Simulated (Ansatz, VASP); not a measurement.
# Two plane-wave programs on SnO

File INCAR:

```
ALGO     = Normal         # electronic algorithm
EDIFF    = 1E-7           # SCF threshold, eV
ENCUT    = 520            # plane-wave cutoff, eV
ISIF     = 2              # what is computed and relaxed
ISMEAR   = 0              # smearing method
LASPH    = T              # aspherical terms in the spheres
LCHARG   = T              # write CHGCAR
LELF     = T              # ELF
LREAL    = F              # projectors in reciprocal space
LVHAR    = T            
LWAVE    = F              # write WAVECAR
NBANDS   = 28             # bands
NELM     = 60             # most SCF steps
PREC     = Accurate       # precision mode
SIGMA    = 0.15           # smearing width, eV
```

KPOINTS

```
k-points
0
Gamma
  12 12 10
```

POSCAR

```
SnO
1.0
    3.6636318294      0.0000000000      0.0000000000
    0.0000000000      3.6636318294      0.0000000000
    0.0000000000      0.0000000000      4.5277233416
Sn O
2 2
Direct
    0.0000000000      0.5000000000      0.2457459271
    0.5000000000      0.0000000000      0.7542540729
    0.0000000000      0.0000000000      0.0000000000
    0.5000000000      0.5000000000      0.0000000000
```

Input for Ansatz:

```yaml
crystal:
  lattice:
    - [3.6636318294, 0.0, 0.0]
    - [0.0, 3.6636318294, 0.0]
    - [0.0, 0.0, 4.5277233416]
  atoms:
    - { symbol: Sn, position: [0.0, 0.5, 0.2457459271] }
    - { symbol: Sn, position: [0.5, 0.0, 0.7542540729] }
    - { symbol: O, position: [0.0, 0.0, 0.0] }
    - { symbol: O, position: [0.5, 0.5, 0.0] }
basis:
  ecutwfc: 520.0
kpoints:
  mp_grid: { grid: [12, 12, 10] }
hamiltonian:
  xc: lda
scf:
  occupations: { method: gaussian, width: 0.15 }
output:
  forces: true
  stress: true
  eigenvalues: true
```

Alike in both runs: task single point; functional LDA; k mesh 12 × 12 × 10; occupations gaussian, width 0.15 eV; no spin polarisation.

```csv
,VASP,Ansatz
version,VASP 6.6.1,Ansatz 0.2.0
potentials or method,"VASP PAW LDA potentials, release 64 (Sn_d, O), cutoff 520 eV","scalar-relativistic, plane waves, PAW"
valence electrons in the cell,40,40
```

|  | VASP | Ansatz | Ansatz less VASP |
| --- | --- | --- | --- |
| gap on the k mesh at the Fermi level (eV) | none | none | - |
| pressure (GPa) | 11.2 | 10.6 | -0.58 |
| traceless stress, the component that is largest in VASP (GPa) | -1.45 | -1.45 | -0.007 |
| rms of the force components (eV/Å) | 0.615 | 0.553 | -0.0615 |

LDA's correlation is that of Perdew and Zunger in VASP and of Perdew and Wang (1992) in Ansatz. Atom by atom the forces differ by 0.062 eV/Å (rms over components). A gap of «none» marks a metal or a gap that the smearing closes.
